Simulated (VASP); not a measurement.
Crystal: B4CCl6O.

```
B C Cl O
1.0
     5.40706    3.12176    2.47274
    -5.40706    3.12176    2.47274
     0.00000   -6.24353    2.47274
B C Cl O
4 1 6 1
Direct
  0.30287 0.30287 0.30287
  0.32054 0.32054 0.05998
  0.05998 0.32054 0.32054
  0.32054 0.05998 0.32054
  0.50507 0.50507 0.50507
  0.11409 0.11409 0.78632
  0.78632 0.11409 0.11409
  0.11409 0.78632 0.11409
  0.54675 0.54675 0.07386
  0.07386 0.54675 0.54675
  0.54675 0.07386 0.54675
  0.65725 0.65725 0.65725
```

Base run:

| Quantity | Value |
| --- | --- |
| Program | VASP 6.6.1 |
| Functional | PBE |
| Potentials or basis | VASP PAW PBE potentials, release 64 (B, C, Cl, O) |
| Cutoff | 520 eV |
| k mesh | 4 × 4 × 4 |
| Occupations | fermi-dirac, width 0.02 eV |
| Spin | no spin polarisation |

Its results: band gap on the k mesh 4.00 eV (least direct gap 4.06 eV); pressure 2.0 GPa; largest force 2.079 eV/Å.

Task: The run is repeated on the same cell with these changes: functional from PBE to r2SCAN; occupations from fermi-dirac, width 0.02 eV to gaussian, width 0.01 eV. What comes out?

Result: Band gap on the k mesh 4.50 eV (least direct gap 4.56 eV); pressure 0.6 GPa; largest force 1.061 eV/Å.

Caveats: forces of over 1 eV/Å act on the atoms, so gaps and moduli don't describe the material at rest (at least some runs); the PAW data sets were made with another functional, which shifts forces and pressure a little (at least some runs).

A k mesh can miss the band edges.
